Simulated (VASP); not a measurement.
# Sn in VASP: a series of runs, part 2 of 2

VASP 6.6.1. The steps go on from the part before.

## Step 3: Single point, PBE

INCAR

```
SYSTEM = Sn
ALGO = Normal
DIPOL = 0.5 0.5 0.500
EDIFF = 1E-6
ENCUT = 520
GGA = PE
IDIPOL = 3
ISIF = 2
ISMEAR = -1
LASPH = .True.
LCHARG = .False.
LDIPOL = .True.
LREAL = .False.
LWAVE = .False.
NBANDS = 36
NELM = 80
PREC = Accurate
SIGMA = 0.02
```

KPOINTS

```
k-points
0
Gamma
  6 6 1
  0 0 0
```

POSCAR

```
Sn
1.0
    4.7064645918      0.0000000000      0.0000000000
   -2.3532322959      4.0759178986      0.0000000000
    0.0000000000      0.0000000000     11.8541000000
Sn
4
Direct
    0.1666666667      0.3333333333      0.2952551383
    0.5000000000      1.0000000000      0.3739049562
    0.5000000000      1.0000000000      0.6260954532
    0.8333333333      0.6666666667      0.7047448617
```

Potentials or basis: VASP PAW PBE potentials, release 64 (Sn_d).

The run is started by

```bash
> cat potpaw_PBE.64/Sn_d/POTCAR > POTCAR
> mpirun -np 1 vasp_std > vasp.out
```

OUTCAR:

```text
SYSTEM = Sn
   EDIFF = 1E-6
   ENCUT = 520
   GGA = PE
   ISIF = 2
   ISMEAR = -1
   LASPH = .True.
   LREAL = .False.
   NELM = 80
   PREC = Accurate

 ion  position               nearest neighbor table
   1  0.167  0.333  0.295-   2 2.87   2 2.87   2 2.87
   2  0.500  0.000  0.374-   1 2.87   1 2.87   1 2.87   3 2.99
   3  0.500  0.000  0.626-   4 2.87   4 2.87   4 2.87   2 2.99
   4  0.833  0.667  0.705-   3 2.87   3 2.87   3 2.87

  LATTYP: Found a hexagonal cell.
 ALAT       =     4.7064645918
 C/A-ratio  =     2.5186846238

  Lattice vectors:

 A1 = (   4.7064645918,   0.0000000000,   0.0000000000)
 A2 = (  -2.3532322959,   4.0759178986,   0.0000000000)
 A3 = (   0.0000000000,   0.0000000000,  11.8541000000)

Analysis of symmetry for initial positions (statically):
=====================================================================
 Subroutine PRICEL returns:
 Original cell was already a primitive cell.

 Routine SETGRP: Setting up the symmetry group for a
 hexagonal supercell.

 Subroutine GETGRP returns: Found 12 space group operations
 (whereof  4 operations were pure point group operations)
 out of a pool of 24 trial point group operations.

The static configuration has the point symmetry C_2h.
 The point group associated with its full space group is D_3d.

Analysis of symmetry for dynamics (positions and initial velocities):
=====================================================================
 Subroutine PRICEL returns:
 Original cell was already a primitive cell.

 Routine SETGRP: Setting up the symmetry group for a
 hexagonal supercell.

 Subroutine GETGRP returns: Found 12 space group operations
 (whereof  4 operations were pure point group operations)
 out of a pool of 24 trial point group operations.

The dynamic configuration has the point symmetry C_2h.
 The point group associated with its full space group is D_3d.

 Subroutine INISYM returns: Found 12 space group operations
 (whereof  4 operations are pure point group operations),
 and found     1 'primitive' translations

----------------------------------------------------------------------------------------

                                     Primitive cell

  volume of cell :     227.3991

  direct lattice vectors                    reciprocal lattice vectors
     4.706464592  0.000000000  0.000000000     0.212473712  0.122671755  0.000000000
    -2.353232296  4.075917899  0.000000000     0.000000000  0.245343509  0.000000000
     0.000000000  0.000000000 11.854100000     0.000000000  0.000000000  0.084358998

  length of vectors
     4.706464592  4.706464592 11.854100000     0.245343509  0.245343509  0.084358998

  position of ions in fractional coordinates (direct lattice)
     0.166666667  0.333333333  0.295255138
     0.500000000  0.000000000  0.373904956
     0.500000000  0.000000000  0.626095453
     0.833333333  0.666666667  0.704744862

  ion indices of the primitive-cell ions
   primitive index   ion index
                 1           1
                 2           2
                 3           3
                 4           4

----------------------------------------------------------------------------------------
[... 27 lines left out ...]
  0.000000  0.000000  0.000000      1.000000
  0.166667 -0.000000  0.000000      6.000000
  0.333333 -0.000000  0.000000      6.000000
  0.500000 -0.000000  0.000000      3.000000
  0.166667  0.166667  0.000000      6.000000
  0.333333  0.166667  0.000000     12.000000
  0.333333  0.333333  0.000000      2.000000
   k-points           NKPTS =      7   k-points in BZ     NKDIM =      7   number of bands    NBANDS=     36
   number of dos      NEDOS =    301   number of ions     NIONS =      4
   total plane-waves  NPLWV = 116640
   dimension x,y,z NGX =    36 NGY =   36 NGZ =   90
   dimension x,y,z NGXF=    72 NGYF=   72 NGZF=  180
   ions per type =               4
   NGX,Y,Z   is equivalent  to a cutoff of  12.72, 12.72, 12.62 a.u.
   NGXF,Y,Z  is equivalent  to a cutoff of  25.43, 25.43, 25.24 a.u.
 SYSTEM =  Sn
   PREC   = accura    normal or accurate (medium, high low for compatibility)
   ISTART =      0    job   : 0-new  1-cont  2-samecut
   ICHARG =      2    charge: 1-file 2-atom 10-const
   ISPIN  =      1    spin polarized calculation?
   LNONCOLLINEAR =      F non collinear calculations
   LSORBIT =      F    spin-orbit coupling
   LASPH  =      T    aspherical Exc in radial PAW
   ENCUT  =  520.0 eV  38.22 Ry    6.18 a.u.   8.75  8.75 22.04*2*pi/ulx,y,z
   NELM   =     80;   NELMIN=  2; NELMDL= -5     # of ELM steps
   EDIFF  = 0.1E-05   stopping-criterion for ELM
   LREAL  =      F    real-space projection
   EDIFFG = 0.1E-04   stopping-criterion for IOM
   NSW    =      0    number of steps for IOM
   IBRION =     -1    ionic relax: 0-MD 1-quasi-New 2-CG
   NFREE  =      0    steps in history (QN), initial steepest desc. (CG)
   ISIF   =      2    stress and relaxation
   ISYM   =      2    0-nonsym 1-usesym 2-fastsym
   POTIM  = 0.5000    time-step for ionic-motion
   TEBEG  =    0.0;   TEEND  =   0.0 temperature during run
   PSTRESS=    0.0 pullay stress
   NELECT =      56.0000    total number of electrons
   NUPDOWN=      -1.0000    fix difference up-down
   EMIN   =  10.00;   EMAX   =-10.00  energy-range for DOS
   EFERMI =   0.00;   METHOD = LEGACY
   ISMEAR =    -1;   SIGMA  =   0.02  broadening in eV -4-tet -1-fermi 0-gaus
   EFERMI_NEDOS =   21; number of points for ismear=-14 and -15
   IALGO  =     38    algorithm
   IMIX   =      4    mixing-type and parameters
     AMIX     =   0.40;   BMIX     =  1.00
     AMIX_MAG =   1.60;   BMIX_MAG =  1.00
  volume/ion in A,a.u.               =      56.85       383.64
  Fermi-wavevector in a.u.,A,eV,Ry     =   1.026143  1.939129 14.326520  1.052970
  Thomas-Fermi vector in A             =   2.160020
   LORBIT       =      0    0 simple, 1 ext, 2 COOP (PROOUT), +10 PAW based schemes
   GGA     = PE    functional components
   LHFCALC =     F    Hartree Fock is set to
   AEXX    =    0.0000 exact exchange contribution
   IVDW    =     0    specifies the selected vdW correction
   LEPSILON=     F    determine dielectric tensor
   LRPA    =     F    only Hartree local field effects (RPA)
 non-spin polarized calculation
  energy-cutoff  :      520.00
  volume of cell :      227.40
 maximum number of plane-waves:      6144
 NGX is ok and might be reduce to    36
   NGX = 17   NGY = 17   NGZ = 45

 number of electron      56.0000029 magnetization

 dipolmoment           0.000000      0.000000     -0.000028 electrons x Angstroem

 Free energy of the ion-electron system (eV)
  ---------------------------------------------------
  ext. energy  EPLUGINS =         0.00000000
  ---------------------------------------------------
  free energy    TOTEN  =       -14.07372296 eV

  energy without entropy =      -14.07211831  energy(sigma->0) =      -14.07292063

 E-fermi :   1.4919     XC(G=0):  -6.3688

 val. band max:        1.4330279258   @ k =   0.3333   0.3333   0.0000
 cond. band min:       1.5358707264   @ k =   0.0000   0.0000   0.0000
 fundamental gap:      0.1028428006
 Fermi energy:         1.4918734433

 k-point     1 :       0.0000    0.0000    0.0000
  band No.  band energies     occupation
      1     -19.8236      2.00000
      2     -19.8236      2.00000
      3     -19.8179      2.00000
      4     -19.8073      2.00000
      5     -19.8073      2.00000
      6     -19.7423      2.00000
[... 262 lines left out ...]
     35       6.3097      0.00000
     36       6.7790      0.00000

------------------------ aborting loop because EDIFF is reached ----------------------------------------

 vacuum level on the upper side and lower side of the slab       (xc-potential included)        -1.330        -1.329

  FORCE on cell =-STRESS in cart. coord.  units (eV):
  Direction    XX          YY          ZZ          XY          YZ          ZX
  --------------------------------------------------------------------------------------
  -------------------------------------------------------------------------------------
  Total       -0.3962321     -0.3962321      0.0759390      0.0000000      0.0000000     -0.0000000
  in kB       -2.7917169     -2.7917169      0.5350405      0.0000000      0.0000000     -0.0000000
  external PRESSURE =      -1.6827978 kB  Pullay stress =       0.0000000 kB

 VOLUME and BASIS-vectors are now :
 -----------------------------------------------------------------------------
  energy-cutoff  :      520.00
  volume of cell :      227.40
      direct lattice vectors                 reciprocal lattice vectors
     4.706464592  0.000000000  0.000000000     0.212473712  0.122671755  0.000000000
    -2.353232296  4.075917899  0.000000000     0.000000000  0.245343509  0.000000000
     0.000000000  0.000000000 11.854100000     0.000000000  0.000000000  0.084358998

 POSITION                                       TOTAL-FORCE (eV/Angst)
 -----------------------------------------------------------------------------------
      0.00000      1.35864      3.49998         0.000000     -0.000000      0.004242
      2.35323      0.00000      4.43231         0.000000      0.000000      0.008071
      2.35323      0.00000      7.42180        -0.000000     -0.000000     -0.008071
      2.35323      2.71728      8.35412         0.000000      0.000000     -0.004242
 -----------------------------------------------------------------------------------
    total drift:                                0.000000     -0.000000     -0.004647

  FREE ENERGIE OF THE ION-ELECTRON SYSTEM (eV)
  ---------------------------------------------------
  free  energy   TOTEN  =       -14.0737229589 eV

  energy  without entropy=      -14.0721183064  energy(sigma->0) =      -14.07292063

 vacuum level on the upper side and lower side of the slab         4.402         4.402
```

stdout:

```text
POSCAR found type information on POSCAR Sn
 POSCAR found :  1 types and       4 ions
 scaLAPACK will be used
 LDA part: xc-table for (Slater+PW92), standard interpolation
 POSCAR, INCAR and KPOINTS ok, starting setup
 FFT: planning ... GRIDC
 FFT: planning ... GRID_SOFT
 FFT: planning ... GRID
 WAVECAR not read
 entering main loop
```

Run time: 61 s. Hardware: 1 thread of Intel Xeon 6975P-C, shared host; peak memory 0.33 GiB.

Results:

```
Free energy            : -14.0737 eV
Largest force          : 0.008 eV/Å
Band gap on the k mesh : zero (band 28 reaches 1.54 eV, above the bottom of band 29 at 1.43 eV)
```

Forces on the atoms (eV/Å):
```
Sn   0.000  0.000  0.004
Sn   0.000  0.000  0.008
Sn   0.000  0.000 -0.008
Sn   0.000  0.000 -0.004
```

Caveat: spin-orbit coupling is left out, which moves the levels of the heavy elements.
